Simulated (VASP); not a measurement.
A run of VASP 6.6.1 is set up as follows.

Contents of INCAR:

```
SYSTEM = Al7GaN8
PREC = Accurate
ENCUT = 520
EDIFF = 1E-6
ISMEAR = 0
SIGMA = 0.1
LREAL = Auto
LASPH = .True.
NELM = 100
ALGO = Normal
ISIF = 2
LWAVE = .False.
LCHARG = .False.
GGA = PS
NBANDS = 51
```

KPOINTS

```
Automatic mesh
0
Gamma
  4 6 6
  0 0 0
```

POSCAR

```
Al7GaN8
1.0
    0.0000000000      0.0000000000     -5.0116779688
    3.1222887422      5.4079627373      0.0000000000
    3.1222887422     -5.4079627373      0.0000000000
Ga Al N
1 7 8
Direct
   -0.0007604271      0.1666666667      0.3333333333
    0.0007306963      0.1661146634      0.8330573317
    0.0007306963      0.6669426683      0.3338853366
    0.0007306963      0.6669426683      0.8330573317
    0.5008357553      0.3341489642      0.6682979283
    0.5008357553      0.3341489642      0.1658510358
    0.5013665595      0.8333333333      0.6666666667
    0.5008357553      0.8317020717      0.1658510358
    0.6087595017      0.1666666667      0.3333333333
    0.6204008847      0.1662614700      0.8331307350
    0.6204008847      0.6668692650      0.3337385300
    0.6204008847      0.6668692650      0.8331307350
    0.1216295024      0.3368300986      0.6736601972
    0.1216295024      0.3368300986      0.1631699014
    0.1198438500      0.8333333333      0.6666666667
    0.1216295024      0.8263398028      0.1631699014
```

Potentials or basis: VASP PAW PBE potentials, release 64 (Ga_d, Al, N).

Launch:

```bash
$ cat potpaw_PBE.64/Ga_d/POTCAR potpaw_PBE.64/Al/POTCAR potpaw_PBE.64/N/POTCAR > POTCAR
$ mpirun -np 1 vasp_std > vasp.out
```

(1) What does it give for the pressure?

(2) Estimate the band gap on the k mesh.

Results:

(1) -0.1 GPa.

(2) 3.77 eV.

Caveat: the PAW data sets were made with another functional, which shifts forces and pressure a little.
